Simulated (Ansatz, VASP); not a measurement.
# One calculation of CaGe2N3, two programs

INCAR

```
SYSTEM = CaGe2N3
PREC     = Accurate       ! precision mode
ENCUT    = 600            ! plane-wave cutoff, eV
EDIFF    = 1E-6           ! SCF threshold, eV
ISMEAR   = 0              ! smearing method
SIGMA    = 0.1            ! smearing width, eV
LREAL    = .False.        ! projectors in reciprocal space
LASPH    = .True.         ! aspherical terms in the spheres
NELM     = 120            ! most SCF steps
ALGO     = Normal         ! electronic algorithm
ISIF     = 2              ! what is computed and relaxed
LWAVE    = .False.        ! write WAVECAR
LCHARG   = .False.        ! write CHGCAR
GGA      = PE             ! functional
NBANDS   = 65             ! bands
GGA_COMPAT= .False.
```

KPOINTS

```
Automatic mesh
0
Gamma
  4 4 4
  0 0 0
```

The input POSCAR:

```
CaGe2N3
1.0
    5.2266947309      0.0000000000      0.0000000000
    0.0778608546      5.4742660867      0.0000000000
    0.3015681545      2.6020679782      5.7227242021
Ca Ge N
2 4 6
Direct
    0.5276878872      0.0097661818      0.7997884031
    0.0286280266      0.9693856845      0.1732282839
    0.5115127033      0.7196547649      0.4829045107
    0.9987971943      0.6422396661      0.8421813495
    0.9947812208      0.3358288178      0.4909730583
    0.5056022268      0.3343588195      0.1823543025
    0.6650846500      0.5516871809      0.9104784301
    0.6369693200      0.3877824821      0.4416367657
    0.4864792130      0.9995746931      0.1695887841
    0.1330887542      0.6005468284      0.5719020736
    0.1501640744      0.4358921224      0.1718295107
    0.0492047294      0.0132827586      0.7631345277
```

Input for Ansatz:

```yaml
crystal:
  lattice:
    - [5.2266947309, 0.0, 0.0]
    - [0.0778608546, 5.4742660867, 0.0]
    - [0.3015681545, 2.6020679782, 5.7227242021]
  atoms:
    - { symbol: Ca, position: [0.5276878872, 0.0097661818, 0.7997884031] }
    - { symbol: Ca, position: [0.0286280266, 0.9693856845, 0.1732282839] }
    - { symbol: Ge, position: [0.5115127033, 0.7196547649, 0.4829045107] }
    - { symbol: Ge, position: [0.9987971943, 0.6422396661, 0.8421813495] }
    - { symbol: Ge, position: [0.9947812208, 0.3358288178, 0.4909730583] }
    - { symbol: Ge, position: [0.5056022268, 0.3343588195, 0.1823543025] }
    - { symbol: "N", position: [0.66508465, 0.5516871809, 0.9104784301] }
    - { symbol: "N", position: [0.63696932, 0.3877824821, 0.4416367657] }
    - { symbol: "N", position: [0.486479213, 0.9995746931, 0.1695887841] }
    - { symbol: "N", position: [0.1330887542, 0.6005468284, 0.5719020736] }
    - { symbol: "N", position: [0.1501640744, 0.4358921224, 0.1718295107] }
    - { symbol: "N", position: [0.0492047294, 0.0132827586, 0.7631345277] }
basis:
  ecutwfc: 420
kpoints:
  mp_grid: { grid: [4, 4, 4] }
hamiltonian:
  xc: pbe
scf:
  occupations: { method: gaussian, width: 0.1 }
  lower_state_search: "off"
output:
  forces: true
  stress: true
  eigenvalues: true
```

Change from the starting cell: the structure that the rattled cell fell into.

Alike in both runs: task single point; functional PBE; k mesh 4 × 4 × 4; occupations gaussian, width 0.1 eV; no spin polarisation.

|  | VASP | Ansatz |
| --- | --- | --- |
| version | VASP 6.6.1 | Ansatz 0.2.0 |
| potentials or method | VASP PAW PBE potentials, release 64 (Ca_sv, Ge_d, N), cutoff 600 eV | scalar-relativistic, plane waves, PAW |
| valence electrons in the cell | 106 | 106 |

|  | VASP | Ansatz | Ansatz less VASP |
| --- | --- | --- | --- |
| gap on the k mesh at the Fermi level (eV) | 0.06 | 0.08 | +0.015 |
| least direct gap on the mesh (eV) | 0.93 | 0.94 | +0.018 |
| pressure (GPa) | -0.1 | 0.0 | +0.10 |
| traceless stress, the component that is largest in VASP (GPa) | 0.07 | 0.03 | -0.038 |
| rms of the force components (eV/Å) | 0.024 | 0.008 | -0.0164 |

Atom by atom the forces differ by 0.020 eV/Å (rms over components).
